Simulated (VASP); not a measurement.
# AlN (P6_3mc) in VASP: notebook, part 2 of 2

VASP 6.6.1. The steps go on from the part before.

## Step 5: Single point, PBE

INCAR

```
PREC = Accurate
ENCUT = 520
EDIFF = 1E-6
ISMEAR = 0
SIGMA = 0.01
LREAL = F
LASPH = T
NELM = 60
ALGO = Normal
ISIF = 2
LWAVE = F
LCHARG = F
GGA = PE
NBANDS = 16
```

KPOINTS

```
Automatic mesh
0
Gamma
  12 12 6
```

POSCAR

```
AlN
1.0
    3.1066937589      0.0000000000      0.0000000000
   -1.5533468794      2.6904757169      0.0000000000
    0.0000000000      0.0000000000      4.9785915513
Al N
2 2
Direct
    0.3333333333      0.6666666667     -0.0032954729
    0.6666666667      0.3333333333      0.4967045271
    0.3333333333      0.6666666667      0.3782954729
    0.6666666667      0.3333333333      0.8782954729
```

Started as:

```
$ cat potpaw_PBE.64/Al/POTCAR potpaw_PBE.64/N/POTCAR > POTCAR
$ mpirun -np 1 vasp_std > vasp.out
```

It took 24 s on 1 thread of AMD EPYC 9R45 (Zen 5), shared host; peak memory 0.15 GiB.

The run converged. Its results:

| Property | Result |
| --- | --- |
| Free energy | -29.7679 eV |
| Pressure | 4.4 GPa |
| Largest force | 0.009 eV/Å |
| Band gap on the k mesh | 4.24 eV, direct |

Forces in eV/Å, atoms in the order of the input:
```
Al   0.000  0.000 -0.009
Al   0.000  0.000 -0.009
N    0.000  0.000  0.009
N    0.000  0.000  0.009
```

Stress tensor (GPa, compression positive):
```
4.45 0.00 0.00
0.00 4.45 0.00
0.00 0.00 4.30
```

Levels at points of the mesh, in eV from the valence-band top:
```csv
k point,band 6,band 7,band 8,band 9,band 10,band 11
"(0.00, 0.00, 0.00)",-0.21,-0.21,0.00,4.24,6.70,10.64
"(0.50, 0.00, 0.00)",-2.09,-1.78,-0.69,5.81,5.84,8.22
"(0.00, 0.00, 0.50)",-0.54,-0.54,-0.54,6.51,6.51,10.35
"(0.50, 0.00, 0.50)",-1.46,-1.37,-1.37,5.32,5.32,9.28
```

A k mesh can miss the band edges. As with any semilocal functional, this PBE gap is likely too small.

## Step 6: Single point, r2SCAN

POSCAR is that of step 5.

INCAR.step1

```
SYSTEM = AlN
ALGO     = Normal         ! electronic algorithm
EDIFF    = 1E-4           ! SCF threshold, eV
ENCUT    = 520            ! plane-wave cutoff, eV
GGA      = PE             ! functional
ISMEAR   = 0              ! smearing method
LASPH    = .TRUE.         ! aspherical terms in the spheres
LCHARG   = .FALSE.        ! write CHGCAR
LREAL    = .FALSE.        ! projectors in reciprocal space
LWAVE    = .TRUE.         ! write WAVECAR
NBANDS   = 16             ! bands
NELM     = 80             ! most SCF steps
PREC     = Accurate       ! precision mode
SIGMA    = 0.01           ! smearing width, eV
```

INCAR.step2

```
SYSTEM = AlN
ALGO     = Normal         ! electronic algorithm
EDIFF    = 1E-7           ! SCF threshold, eV
ENCUT    = 520            ! plane-wave cutoff, eV
ISIF     = 2              ! what is computed and relaxed
ISMEAR   = 0              ! smearing method
ISTART   = 1            
LASPH    = .TRUE.         ! aspherical terms in the spheres
LCHARG   = .TRUE.         ! write CHGCAR
LELF     = .TRUE.         ! ELF
LMIXTAU  = .TRUE.       
LREAL    = .FALSE.        ! projectors in reciprocal space
LVHAR    = .TRUE.       
LWAVE    = .FALSE.        ! write WAVECAR
METAGGA  = R2SCAN         ! meta-GGA
NBANDS   = 16             ! bands
NELM     = 80             ! most SCF steps
PREC     = Accurate       ! precision mode
SIGMA    = 0.01           ! smearing width, eV
```

KPOINTS

```
k-points
0
G
  12 12 6
  0 0 0
```

Potentials or basis: VASP PAW PBE potentials, release 64 (Al, N).

Started as:

```
$ cat potpaw_PBE.64/Al/POTCAR potpaw_PBE.64/N/POTCAR > POTCAR
$ cp INCAR.step1 INCAR
$ mpirun -np 1 vasp_std > vasp.out
$ cp INCAR.step2 INCAR
$ mpirun -np 1 vasp_std > vasp.out
```

OUTCAR:

```text
SYSTEM = AlN
   EDIFF = 1E-7
   ENCUT = 520
   ISIF = 2
   ISMEAR = 0
   ISTART = 1
   LASPH = .TRUE.
   LREAL = .FALSE.
   METAGGA = R2SCAN
   NELM = 80
   PREC = Accurate

 ion  position               nearest neighbor table
   1  0.333  0.667  0.997-   4 1.89   4 1.89   4 1.89   3 1.90   2 3.07   2 3.07   2 3.07   2 3.07
                             2 3.07   2 3.07
   2  0.667  0.333  0.497-   3 1.89   3 1.89   3 1.89   4 1.90   1 3.07   1 3.07   1 3.07   1 3.07
                             1 3.07   1 3.07
   3  0.333  0.667  0.378-   2 1.89   2 1.89   2 1.89   1 1.90
   4  0.667  0.333  0.878-   1 1.89   1 1.89   1 1.89   2 1.90

  LATTYP: Found a hexagonal cell.
 ALAT       =     3.1066937589
 C/A-ratio  =     1.6025369533

  Lattice vectors:

 A1 = (   3.1066937589,   0.0000000000,   0.0000000000)
 A2 = (  -1.5533468794,   2.6904757169,   0.0000000000)
 A3 = (   0.0000000000,   0.0000000000,   4.9785915513)

Analysis of symmetry for initial positions (statically):
=====================================================================
 Subroutine PRICEL returns:
 Original cell was already a primitive cell.

 Routine SETGRP: Setting up the symmetry group for a
 hexagonal supercell.

 Subroutine GETGRP returns: Found 12 space group operations
 (whereof  6 operations were pure point group operations)
 out of a pool of 24 trial point group operations.

The static configuration has the point symmetry C_3v.
 The point group associated with its full space group is C_6v.

Analysis of symmetry for dynamics (positions and initial velocities):
=====================================================================
 Subroutine PRICEL returns:
 Original cell was already a primitive cell.

 Routine SETGRP: Setting up the symmetry group for a
 hexagonal supercell.

 Subroutine GETGRP returns: Found 12 space group operations
 (whereof  6 operations were pure point group operations)
 out of a pool of 24 trial point group operations.

The dynamic configuration has the point symmetry C_3v.
 The point group associated with its full space group is C_6v.

 Subroutine INISYM returns: Found 12 space group operations
 (whereof  6 operations are pure point group operations),
 and found     1 'primitive' translations

----------------------------------------------------------------------------------------

                                     Primitive cell

  volume of cell :      41.6135

  direct lattice vectors                    reciprocal lattice vectors
     3.106693759  0.000000000  0.000000000     0.321885605  0.185840741  0.000000000
    -1.553346879  2.690475717  0.000000000     0.000000000  0.371681481  0.000000000
     0.000000000  0.000000000  4.978591551     0.000000000  0.000000000  0.200860020

  length of vectors
     3.106693759  3.106693759  4.978591551     0.371681481  0.371681481  0.200860020

  position of ions in fractional coordinates (direct lattice)
     0.333333333  0.666666667  0.996704527
     0.666666667  0.333333333  0.496704527
     0.333333333  0.666666667  0.378295473
     0.666666667  0.333333333  0.878295473

  ion indices of the primitive-cell ions
   primitive index   ion index
                 1           1
                 2           2
                 3           3
                 4           4

[... 31 lines left out ...]
  0.250000 -0.000000  0.000000      6.000000
  0.333333 -0.000000  0.000000      6.000000
  0.416667 -0.000000  0.000000      6.000000
[... 16 lines left out ...]
  0.250000 -0.000000  0.166667     12.000000
  0.333333 -0.000000  0.166667     12.000000
 [... further k-points ...]
   k-points           NKPTS =     76   k-points in BZ     NKDIM =     76   number of bands    NBANDS=     16
   number of dos      NEDOS =    301   number of ions     NIONS =      4
   total plane-waves  NPLWV =  23040
   dimension x,y,z NGX =    24 NGY =   24 NGZ =   40
   dimension x,y,z NGXF=    48 NGYF=   48 NGZF=   80
   ions per type =               2   2
   NGX,Y,Z   is equivalent  to a cutoff of  12.84, 12.84, 13.36 a.u.
   NGXF,Y,Z  is equivalent  to a cutoff of  25.69, 25.69, 26.71 a.u.
 SYSTEM =  AlN
   PREC   = accura    normal or accurate (medium, high low for compatibility)
   ISTART =      1    job   : 0-new  1-cont  2-samecut
   ICHARG =      0    charge: 1-file 2-atom 10-const
   ISPIN  =      1    spin polarized calculation?
   LNONCOLLINEAR =      F non collinear calculations
   LSORBIT =      F    spin-orbit coupling
   LASPH  =      T    aspherical Exc in radial PAW
   ENCUT  =  520.0 eV  38.22 Ry    6.18 a.u.   5.78  5.78  9.26*2*pi/ulx,y,z
   NELM   =     80;   NELMIN=  2; NELMDL=  0     # of ELM steps
   EDIFF  = 0.1E-06   stopping-criterion for ELM
   LREAL  =      F    real-space projection
   EDIFFG = 0.1E-05   stopping-criterion for IOM
   NSW    =      0    number of steps for IOM
   IBRION =     -1    ionic relax: 0-MD 1-quasi-New 2-CG
   NFREE  =      0    steps in history (QN), initial steepest desc. (CG)
   ISIF   =      2    stress and relaxation
   ISYM   =      2    0-nonsym 1-usesym 2-fastsym
   POTIM  = 0.5000    time-step for ionic-motion
   TEBEG  =    0.0;   TEEND  =   0.0 temperature during run
   PSTRESS=    0.0 pullay stress
   NELECT =      16.0000    total number of electrons
   NUPDOWN=      -1.0000    fix difference up-down
   EMIN   =  10.00;   EMAX   =-10.00  energy-range for DOS
   EFERMI =   0.00;   METHOD = LEGACY
   ISMEAR =     0;   SIGMA  =   0.01  broadening in eV -4-tet -1-fermi 0-gaus
   EFERMI_NEDOS =   21; number of points for ismear=-14 and -15
   IALGO  =     38    algorithm
   IMIX   =      4    mixing-type and parameters
     AMIX     =   0.40;   BMIX     =  1.00
     AMIX_MAG =   1.60;   BMIX_MAG =  1.00
  volume/ion in A,a.u.               =      10.40        70.21
  Fermi-wavevector in a.u.,A,eV,Ry     =   1.190429  2.249585 19.281103  1.417121
  Thomas-Fermi vector in A             =   2.326514
   LORBIT       =      0    0 simple, 1 ext, 2 COOP (PROOUT), +10 PAW based schemes
   METAGGA = R2SCAN    functional components
   LHFCALC =     F    Hartree Fock is set to
   AEXX    =    0.0000 exact exchange contribution
   IVDW    =     0    specifies the selected vdW correction
   LEPSILON=     F    determine dielectric tensor
   LRPA    =     F    only Hartree local field effects (RPA)
 non-spin polarized calculation
 Gauss-broadening in eV      SIGMA  =   0.01
  energy-cutoff  :      520.00
  volume of cell :       41.61
 maximum number of plane-waves:      1152
 NGX is ok and might be reduce to    24
   NGX = 11   NGY = 11   NGZ = 19

 number of electron      15.9999997 magnetization

 Free energy of the ion-electron system (eV)
  ---------------------------------------------------
  ext. energy  EPLUGINS =         0.00000000
  ---------------------------------------------------
  free energy    TOTEN  =       -38.45675247 eV

  energy without entropy =      -38.45675247  energy(sigma->0) =      -38.45675247

 E-fermi :   6.0394     XC(G=0): -11.4166

 val. band max:        5.9175559327   @ k =   0.0000   0.0000   0.0000
 cond. band min:      10.8380341933   @ k =   0.0000   0.0000   0.0000
 fundamental gap:      4.9204782606
 Fermi energy:         6.0394271577

 k-point     1 :       0.0000    0.0000    0.0000
  band No.  band energies     occupation
      1     -10.0625      2.00000
      2      -7.9407      2.00000
      3      -0.1515      2.00000
      4       5.0336      2.00000
      5       5.0336      2.00000
      6       5.6943      2.00000
[... 433 lines left out ...]
      3       0.9528      2.00000
      4       1.9311      2.00000
      5       2.5409      2.00000
      6       4.1068      2.00000
[... 8 lines left out ...]
     15      19.4227      0.00000
     16      21.3270      0.00000

 [... further k-points ...]

------------------------ aborting loop because EDIFF is reached ----------------------------------------

  FORCE on cell =-STRESS in cart. coord.  units (eV):
  Direction    XX          YY          ZZ          XY          YZ          ZX
  --------------------------------------------------------------------------------------
  -------------------------------------------------------------------------------------
  Total       -0.1025475     -0.1025475     -0.0966936     -0.0000000      0.0000000      0.0000000
  in kB       -3.9482221     -3.9482221     -3.7228398     -0.0000000      0.0000000      0.0000000
  external PRESSURE =      -3.8730947 kB  Pullay stress =       0.0000000 kB

 VOLUME and BASIS-vectors are now :
 -----------------------------------------------------------------------------
  energy-cutoff  :      520.00
  volume of cell :       41.61
      direct lattice vectors                 reciprocal lattice vectors
     3.106693759  0.000000000  0.000000000     0.321885605  0.185840741  0.000000000
    -1.553346879  2.690475717  0.000000000     0.000000000  0.371681481  0.000000000
     0.000000000  0.000000000  4.978591551     0.000000000  0.000000000  0.200860020

 POSITION                                       TOTAL-FORCE (eV/Angst)
 -----------------------------------------------------------------------------------
     -0.00000      1.79365      4.96218         0.000000      0.000000     -0.002211
      1.55335      0.89683      2.47289        -0.000000      0.000000     -0.002211
     -0.00000      1.79365      1.88338         0.000000      0.000000      0.002211
      1.55335      0.89683      4.37267         0.000000     -0.000000      0.002211
 -----------------------------------------------------------------------------------
    total drift:                               -0.000000     -0.000000     -0.017406

  FREE ENERGIE OF THE ION-ELECTRON SYSTEM (eV)
  ---------------------------------------------------
  free  energy   TOTEN  =       -38.4567524734 eV

  energy  without entropy=      -38.4567524734  energy(sigma->0) =      -38.45675247
```

Run time: 2.3 min. Hardware: 1 thread of AMD EPYC 9R45 (Zen 5), shared host; peak memory 0.16 GiB.

What came out:

```
Free energy            : -38.4568 eV
Pressure               : -0.4 GPa
Band gap on the k mesh : 4.92 eV, direct
```

Forces in eV/Å, atoms in the order of the input:
```
Al   0.000  0.000 -0.002
Al   0.000  0.000 -0.002
N    0.000  0.000  0.002
N    0.000  0.000  0.002
```

Levels at points of the mesh, in eV from the valence-band top:
```
           k point  band 5  band 6  band 7  band 8  band 9  band 10  band 11  band 12
(0.00, 0.00, 0.00)   -0.88   -0.22   -0.22    0.00    4.92     7.54    11.62    12.04
(0.50, 0.00, 0.00)   -3.39   -2.14   -1.77   -0.71    6.45     6.56     9.05    11.26
(0.00, 0.00, 0.50)   -0.56   -0.56   -0.56   -0.56    7.26     7.26    11.32    11.32
(0.50, 0.00, 0.50)   -1.50   -1.50   -1.39   -1.39    6.00     6.00    10.15    10.15
```

Caveat: the PAW data sets were made with another functional, which shifts forces and pressure a little. A k mesh can miss the band edges.

## Step 7: The runs side by side

```tsv
level	cell	k mesh	gap on the mesh (eV)	pressure (GPa)	largest force (eV/Å)
r2SCAN	a = 3.107, b = 3.107, c = 4.979 Å, angles 90.0, 90.0, 120.0°, 4 atoms	9 × 9 × 4	4.92	-0.4	-
r2SCAN	a = 3.137, b = 3.137, c = 5.028 Å, angles 90.0, 90.0, 120.0°, 4 atoms	9 × 9 × 4	4.65	-6.3	0.01
r2SCAN	a = 3.168, b = 3.168, c = 5.076 Å, angles 90.0, 90.0, 120.0°, 4 atoms	9 × 9 × 4	4.39	-11.4	0.02
PBE	a = 3.107, b = 3.107, c = 4.979 Å, angles 90.0, 90.0, 120.0°, 4 atoms	12 × 12 × 6	4.24	4.4	0.01
r2SCAN	a = 3.107, b = 3.107, c = 4.979 Å, angles 90.0, 90.0, 120.0°, 4 atoms	12 × 12 × 6	4.92	-0.4	-
```

Alike in all rows: task single point; potentials or basis VASP PAW PBE potentials, release 64 (Al, N); no spin polarisation; cutoff (eV) 520; smearing gaussian 0.01 eV.

On the cell as given the gap runs from 4.24 eV (PBE) to 4.92 eV (r2SCAN); the meshes differ, which moves gaps too. The pressure there spans -0.4 GPa (r2SCAN) to 4.4 GPa (PBE); a positive pressure means that this level wants a larger cell, a negative one a smaller.

Caveats: the PAW data sets were made with another functional, which shifts forces and pressure a little (some runs).

Absolute energies hang on the potentials; compare differences alone.
